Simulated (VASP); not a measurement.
Wanted: the native input for a VASP 6.6.1 run.

```yaml
Task: single point
Functional: PBE
Potentials_or_basis: VASP PAW PBE potentials, release 64 (Zr_sv, B)
Cutoff: 520 eV
k_mesh: 6 × 6 × 4
Occupations: gaussian, width 0.1 eV
Spin: collinear spin, ferromagnetic start
Starting_moments: "[1.0, 1.0, 0.0, 0.0, 0.0] μB"
Dipole_correction: no
Further_INCAR_settings: ALGO = Normal; EDIFF = 1e-06; NBANDS = 28
```

The structure of Zr2B3 lies in POSCAR:

```
Zr2B3
1.0
    3.5705490030      0.0000000000      0.0000000000
   -1.7852745015      3.0921861420      0.0000000000
    0.0000000000      0.0000000000      6.5865908321
Zr B
2 3
Direct
    0.0000000000      0.0000000000      0.2489668397
    0.0000000000      0.0000000000      0.7510331603
    0.5000000000      0.0000000000      0.5000000000
    0.0000000000      0.5000000000      0.5000000000
    0.5000000000      0.5000000000      0.5000000000
```

The input as run:

INCAR

```
PREC     = Accurate       # precision mode
ENCUT    = 520            # plane-wave cutoff, eV
EDIFF    = 1E-6           # SCF threshold, eV
ISMEAR   = 0              # smearing method
SIGMA    = 0.1            # smearing width, eV
LREAL    = False          # projectors in reciprocal space
LASPH    = True           # aspherical terms in the spheres
NELM     = 150            # most SCF steps
ALGO     = Normal         # electronic algorithm
ISIF     = 2              # what is computed and relaxed
LWAVE    = False          # write WAVECAR
LCHARG   = False          # write CHGCAR
ISPIN    = 2              # spin polarisation
MAGMOM   = 1 1 0 0 0      # initial moments
LORBIT   = 11             # projections on sites
LMAXMIX  = 4              # l up to which the mixer works
GGA      = PE             # functional
NBANDS   = 28             # bands
```

KPOINTS

```
regular mesh
0
Gamma
  6 6 4
```

Potentials or basis: VASP PAW PBE potentials, release 64 (Zr_sv, B).

Launch:

```sh
$ cat potpaw_PBE.64/Zr_sv/POTCAR potpaw_PBE.64/B/POTCAR > POTCAR
$ mpirun -np 1 vasp_std > vasp.out
```

Results of the run:

```
Pressure                                              : 0.4 GPa
Net moment                                            : 0.00 μB per cell
Valence electrons inside the program's atomic spheres : Zr 9.88; B 1.98
```

Run time: 38 s on 1 thread of Intel(R) Xeon(R) 6975P-C (Granite Rapids), on a shared host, peak memory 0.25 GiB.
